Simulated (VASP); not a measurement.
# BP (F-43m) in VASP: notebook

Runs on BP. Level: LDA. Tasks: vibrations by perturbation theory, elastic constants.

All numbers are computed with VASP 6.6.1; they aren't measurements. Logs are shortened: lines on timing, memory, paths and dates and some standing lists are left out, and cuts for length are marked.

### 1 The cell of the first run

It takes space group F-43m (No. 216, cubic). The conventional cell has a = 4.520 Å, b = 4.520 Å, c = 4.520 Å, α = 90.00°, β = 90.00°, γ = 90.00°. Within 2.6 Å of B (site symmetry -43m) lie 4 P at 1.96 Å. P (site symmetry -43m) has 4 B at 1.96 Å within 2.6 Å.

### 2 Vibrations by perturbation theory, LDA (phonons at volume x 1.02)

The input, INCAR:

```
SYSTEM = BP
ALGO = Normal
EDIFF = 1E-8
ENCUT = 520
IBRION = 8
ISIF = 2
ISMEAR = 0
LASPH = .True.
LCHARG = .False.
LEPSILON = .True.
LREAL = .False.
LWAVE = .False.
NELM = 80
NSW = 1
PREC = Accurate
SIGMA = 0.01
```

The input, KPOINTS:

```
k-points
0
Gamma
  10 10 10
  0 0 0
```

The input, POSCAR:

```
BP
1.0
    0.0000000000      2.2601014554      2.2601014554
    2.2601014554      0.0000000000      2.2601014554
    2.2601014554      2.2601014554      0.0000000000
B P
1 1
Direct
    0.0000000000      0.0000000000      0.0000000000
    0.7500000000      0.7500000000      0.7500000000
```

Potentials or basis: VASP PAW LDA potentials, release 64 (B, P).

Command:

```
$ cat potpaw_LDA.64/B/POTCAR potpaw_LDA.64/P/POTCAR > POTCAR
$ mpirun -np 1 vasp_std > vasp.out
```

OUTCAR:

```text
SYSTEM = BP
   EDIFF = 1E-8
   ENCUT = 520
   IBRION = 8
   ISIF = 2
   ISMEAR = 0
   LASPH = .True.
   LEPSILON = .True.
   LREAL = .False.
   NELM = 80
   NSW = 1
   PREC = Accurate

 ion  position               nearest neighbor table
   1  0.000  0.000  0.000-   2 1.96   2 1.96   2 1.96   2 1.96
   2  0.750  0.750  0.750-   1 1.96   1 1.96   1 1.96   1 1.96

  LATTYP: Found a face centered cubic cell.
 ALAT       =     4.5202029108

  Lattice vectors:

 A1 = (   0.0000000000,   2.2601014554,   2.2601014554)
 A2 = (   2.2601014554,   0.0000000000,   2.2601014554)
 A3 = (   2.2601014554,   2.2601014554,   0.0000000000)

Analysis of symmetry for initial positions (statically):
=====================================================================
 Subroutine PRICEL returns:
 Original cell was already a primitive cell.

 Routine SETGRP: Setting up the symmetry group for a
 face centered cubic supercell.

 Subroutine GETGRP returns: Found 24 space group operations
 (whereof 24 operations were pure point group operations)
 out of a pool of 48 trial point group operations.

The static configuration has the point symmetry T_d .

Analysis of symmetry for dynamics (positions and initial velocities):
=====================================================================
 Subroutine PRICEL returns:
 Original cell was already a primitive cell.

 Routine SETGRP: Setting up the symmetry group for a
 face centered cubic supercell.

 Subroutine GETGRP returns: Found 24 space group operations
 (whereof 24 operations were pure point group operations)
 out of a pool of 48 trial point group operations.

The dynamic configuration has the point symmetry T_d .

 Subroutine INISYM returns: Found 24 space group operations
 (whereof 24 operations are pure point group operations),
 and found     1 'primitive' translations

[... 494 lines left out ...]
    -0.00848  0.00000  0.00000
     0.00000  0.00702  6.66780
     0.00000  6.66780  0.00702

 MACROSCOPIC STATIC DIELECTRIC TENSOR (including local field effects in DFT)
 ------------------------------------------------------
           9.287018     0.000000    -0.000000
          -0.000000     9.287018     0.000000
          -0.000000     0.000000     9.287018
 ------------------------------------------------------

 PIEZOELECTRIC TENSOR (including local field effects)  for field in x, y, z        (e  Angst)
          XX          YY          ZZ          XY          YZ          ZX
  --------------------------------------------------------------------------------
  x     0.00000     0.00000    -0.00000     0.00000    -0.19459     0.00000
  y     0.00000    -0.00000     0.00000     0.00000     0.00000    -0.19459
  z     0.00000    -0.00000     0.00000    -0.19459     0.00000     0.00000

 PIEZOELECTRIC TENSOR (including local field effects)  for field in x, y, z        (C/m^2)
          XX          YY          ZZ          XY          YZ          ZX
  --------------------------------------------------------------------------------
  x     0.00000     0.00000    -0.00000     0.00000    -0.13503     0.00000
  y     0.00000    -0.00000     0.00000     0.00000     0.00000    -0.13503
  z     0.00000    -0.00000     0.00000    -0.13503     0.00000     0.00000

 BORN EFFECTIVE CHARGES (including local field effects) (in |e|, cummulative output)
 ---------------------------------------------------------------------------------
 ion    1
    1    -0.55719     0.00000    -0.00000
    2     0.00000    -0.55719    -0.00000
    3     0.00000     0.00000    -0.55719
 ion    2
    1     0.55719     0.00000     0.00000
    2    -0.00000     0.55719     0.00000
    3    -0.00000    -0.00000     0.55719

 INTERNAL STRAIN TENSOR FOR ION    2 for displacements in x,y,z  (eV/Angst):
          X           Y           Z          XY          YZ          ZX
  --------------------------------------------------------------------------------
  x    -0.00000     0.00000     0.00000     0.00000     6.66780     0.00000
  y     0.00000     0.00000     0.00000     0.00000     0.00000     6.66780
  z     0.00000     0.00000    -0.00000     6.66780     0.00000     0.00000

 SECOND DERIVATIVES (NOT SYMMETRIZED)
 ------------------------------------
               1X          1Y          1Z          2X          2Y          2Z
  1X   -19.001574    0.000000    0.000000   19.001574    0.000000    0.000000
  1Y     0.000000  -19.001574    0.000000    0.000000   19.001574    0.000000
  1Z     0.000000    0.000000  -19.001574    0.000000    0.000000   19.001574
  2X    18.998373    0.000000    0.000000  -18.998373    0.000000    0.000000
  2Y     0.000000   18.998373    0.000000    0.000000  -18.998373    0.000000
  2Z     0.000000    0.000000   18.998373    0.000000    0.000000  -18.998373

 Eigenvectors and eigenvalues of the dynamical matrix
 ----------------------------------------------------

   1 f  =   24.072138 THz   151.249707 2PiTHz  802.960109 cm-1    99.554321 meV
             X         Y         Z           dx          dy          dz
      0.000000  0.000000  0.000000    -0.860990    0.000000    0.000000
      3.390152  3.390152  3.390152     0.508623    0.000000    0.000000
[... 21 lines left out ...]
   6 f/i=    0.000888 THz     0.005579 2PiTHz    0.029619 cm-1     0.003672 meV
             X         Y         Z           dx          dy          dz
      0.000000  0.000000  0.000000     0.000000    0.000000   -0.508623
      3.390152  3.390152  3.390152     0.000000    0.000000   -0.860990

--------------------------------------------------------------------------------------------------------

 MACROSCOPIC STATIC DIELECTRIC TENSOR IONIC CONTRIBUTION
 ------------------------------------------------------
           0.128059    -0.000000    -0.000000
          -0.000000     0.128059     0.000000
          -0.000000     0.000000     0.128059
 ------------------------------------------------------

 ELASTIC MODULI CONTR FROM IONIC RELAXATION (kBar)
 Direction    XX          YY          ZZ          XY          YZ          ZX
 --------------------------------------------------------------------------------
 XX          -0.0000      0.0000      0.0000      0.0000      0.0000      0.0000
 YY           0.0000     -0.0000      0.0000      0.0000      0.0000     -0.0000
 ZZ           0.0000      0.0000     -0.0000      0.0000      0.0000      0.0000
 XY           0.0000      0.0000      0.0000   -173.3477      0.0000      0.0000
 YZ           0.0000      0.0000      0.0000      0.0000   -173.3477      0.0000
 ZX           0.0000     -0.0000      0.0000      0.0000      0.0000   -173.3477
 --------------------------------------------------------------------------------

 PIEZOELECTRIC TENSOR IONIC CONTR  for field in x, y, z        (C/m^2)
          XX          YY          ZZ          XY          YZ          ZX
  --------------------------------------------------------------------------------
  x    -0.00000     0.00000    -0.00000     0.00000     0.14020     0.00000
  y     0.00000     0.00000    -0.00000     0.00000    -0.00000     0.14020
  z     0.00000    -0.00000    -0.00000     0.14020    -0.00000    -0.00000
```

Wall time 2.2 min (1 thread of Intel Xeon 6975P-C, shared host); peak memory 0.2 GiB.

Results:

```yaml
Electronic_dielectric_tensor_diagonal: 9.29
Born_charges_mean_of_the_diagonal: B -0.56; P +0.56 e
Highest_phonon_frequency_at_Γ_LO-TO_splitting_left_out: 803 cm⁻¹
```

Phonon frequencies in cm⁻¹ (negative: imaginary):
```tsv
q point	frequencies
(0.000, 0.000, 0.000)	0 0 0 803 803 803
```

Electronic dielectric tensor:
```
9.29 0.00 0.00
0.00 9.29 0.00
0.00 0.00 9.29
```

Born effective charge tensors (e):
atom 1, B
```
-0.56  0.00  0.00
 0.00 -0.56  0.00
 0.00  0.00 -0.56
```
atom 2, P
```
0.56 0.00 0.00
0.00 0.56 0.00
0.00 0.00 0.56
```

Caveat: the cell differs from its parent crystal (phonons at volume x 1.02); the cell wasn't relaxed at this level first, which shifts response properties.

### 3 Vibrations by perturbation theory, LDA

This run uses another cell than the first one, of 10.21 Å³/atom, 0.884 times its volume.

The input, INCAR:

```
SYSTEM = BP
  PREC = Accurate
  ENCUT = 520
  EDIFF = 1E-8
  ISMEAR = 0
  SIGMA = 0.01
  LREAL = .FALSE.
  LASPH = .TRUE.
  NELM = 100
  ALGO = Normal
  ISIF = 2
  LWAVE = .FALSE.
  LCHARG = .FALSE.
  IBRION = 8
  NSW = 1
  LEPSILON = .TRUE.
```

The input, KPOINTS:

```
Automatic mesh
0
G
  12 12 12
  0 0 0
```

The input, POSCAR:

```
BP
1.0
    0.0000000000      2.1692282038      2.1692282038
    2.1692282038      0.0000000000      2.1692282038
    2.1692282038      2.1692282038      0.0000000000
B P
1 1
Direct
    0.0000000000      0.0000000000      0.0000000000
    0.7500000000      0.7500000000      0.7500000000
```

Potentials or basis: VASP PAW LDA potentials, release 64 (B, P).

Command:

```
$ cat potpaw_LDA.64/B/POTCAR potpaw_LDA.64/P/POTCAR > POTCAR
$ mpirun -np 1 vasp_std > vasp.out
```

OUTCAR:

```text
SYSTEM = BP
   PREC = Accurate
   ENCUT = 520
   EDIFF = 1E-8
   ISMEAR = 0
   LREAL = .FALSE.
   LASPH = .TRUE.
   NELM = 100
   ISIF = 2
   IBRION = 8
   NSW = 1
   LEPSILON = .TRUE.

 ion  position               nearest neighbor table
   1  0.000  0.000  0.000-   2 1.88   2 1.88   2 1.88   2 1.88
   2  0.750  0.750  0.750-   1 1.88   1 1.88   1 1.88   1 1.88

  LATTYP: Found a face centered cubic cell.
 ALAT       =     4.3384564076

  Lattice vectors:

 A1 = (   0.0000000000,   2.1692282038,   2.1692282038)
 A2 = (   2.1692282038,   0.0000000000,   2.1692282038)
 A3 = (   2.1692282038,   2.1692282038,   0.0000000000)

Analysis of symmetry for initial positions (statically):
=====================================================================
 Subroutine PRICEL returns:
 Original cell was already a primitive cell.

 Routine SETGRP: Setting up the symmetry group for a
 face centered cubic supercell.

[... 561 lines left out ...]
 SECOND DERIVATIVES (NOT SYMMETRIZED)
 ------------------------------------
               1X          1Y          1Z          2X          2Y          2Z
  1X   -24.273884    0.000000    0.000000   24.273884    0.000000    0.000000
  1Y     0.000000  -24.273884    0.000000    0.000000   24.273884    0.000000
  1Z     0.000000    0.000000  -24.273884    0.000000    0.000000   24.273884
  2X    24.266402    0.000000    0.000000  -24.266402    0.000000    0.000000
  2Y     0.000000   24.266402    0.000000    0.000000  -24.266402    0.000000
  2Z     0.000000    0.000000   24.266402    0.000000    0.000000  -24.266402

 Eigenvectors and eigenvalues of the dynamical matrix
 ----------------------------------------------------

   1 f  =   27.207063 THz   170.947020 2PiTHz  907.529945 cm-1   112.519322 meV
             X         Y         Z           dx          dy          dz
      0.000000  0.000000  0.000000     0.000000    0.861005    0.000000
      3.253842  3.253842  3.253842     0.000000   -0.508596    0.000000
[... 21 lines left out ...]
   6 f/i=    0.001837 THz     0.011539 2PiTHz    0.061259 cm-1     0.007595 meV
             X         Y         Z           dx          dy          dz
      0.000000  0.000000  0.000000     0.000000    0.000000   -0.508596
      3.253842  3.253842  3.253842     0.000000    0.000000   -0.861005

--------------------------------------------------------------------------------------------------------

 MACROSCOPIC STATIC DIELECTRIC TENSOR IONIC CONTRIBUTION
 ------------------------------------------------------
           0.337692     0.000000     0.000000
           0.000000     0.337692    -0.000000
           0.000000    -0.000000     0.337692
 ------------------------------------------------------

 ELASTIC MODULI CONTR FROM IONIC RELAXATION (kBar)
 Direction    XX          YY          ZZ          XY          YZ          ZX
 --------------------------------------------------------------------------------
 XX          -0.0000      0.0000      0.0000      0.0000     -0.0000      0.0000
 YY           0.0000     -0.0000      0.0000      0.0000      0.0000     -0.0000
 ZZ           0.0000      0.0000     -0.0000     -0.0000      0.0000      0.0000
 XY           0.0000      0.0000     -0.0000   -535.7031     -0.0000      0.0000
 YZ          -0.0000      0.0000      0.0000     -0.0000   -535.7031     -0.0000
 ZX           0.0000     -0.0000      0.0000      0.0000     -0.0000   -535.7031
 --------------------------------------------------------------------------------

 PIEZOELECTRIC TENSOR IONIC CONTR  for field in x, y, z        (C/m^2)
          XX          YY          ZZ          XY          YZ          ZX
  --------------------------------------------------------------------------------
  x     0.00000    -0.00000    -0.00000     0.00000     0.40022     0.00000
  y    -0.00000     0.00000    -0.00000    -0.00000     0.00000     0.40022
  z    -0.00000    -0.00000     0.00000     0.40022     0.00000    -0.00000
```

stdout:

```text
POSCAR found type information on POSCAR B P
 POSCAR found :  2 types and       2 ions
 scaLAPACK will be used
 LDA part: xc-table for (Slater(with rela. corr.)+CA(PZ))
 , standard interpolation
 POSCAR, INCAR and KPOINTS ok, starting setup
 FFT: planning ... GRIDC
 FFT: planning ... GRID_SOFT
 FFT: planning ... GRID
[... 24 lines left out ...]
 Linear response to external field, progress :
  Direction:   3
 dielectric tensor                  component  3 :     1.385     2.083     9.208
 Linear response DOF=           2
 Linear response progress:
 first order change of Fermi-energy   0.10045E-03
 force on displaced ion       1 direction 1 : -24.274   0.000   0.000
 Born effective charge ion    1 direction 1 :  -0.965   0.000   0.000
 Linear response progress:
 first order change of Fermi-energy   0.81278E-04
 force on displaced ion       2 direction 1 : -24.266   0.000   0.000
 Born effective charge ion    2 direction 1 :   0.961   0.000   0.000
 Born effective charges drift removed
 Linear response finished
```

It took 2.7 min on 1 thread of Intel Xeon 6975P-C, shared host; peak memory 0.23 GiB.

Results:

| Quantity | Value |
| --- | --- |
| Electronic dielectric tensor (diagonal) | 9.21 |
| Born charges (mean of the diagonal) | B -0.96; P +0.96 e |
| Highest phonon frequency at Γ, LO-TO splitting left out | 908 cm⁻¹ |

Phonon frequencies in cm⁻¹ (negative: imaginary):
| q point | frequencies |
| --- | --- |
| (0.000, 0.000, 0.000) | 0 0 0 908 908 908 |

Electronic dielectric tensor:
```
9.21 0.00 0.00
0.00 9.21 0.00
0.00 0.00 9.21
```

Born effective charge tensors (e):
atom 1, B
```
-0.96  0.00  0.00
 0.00 -0.96  0.00
 0.00  0.00 -0.96
```
atom 2, P
```
0.96 0.00 0.00
0.00 0.96 0.00
0.00 0.00 0.96
```

Caveat: the cell wasn't relaxed at this level first, which shifts response properties.

(Part 1 of 2 ends here.)
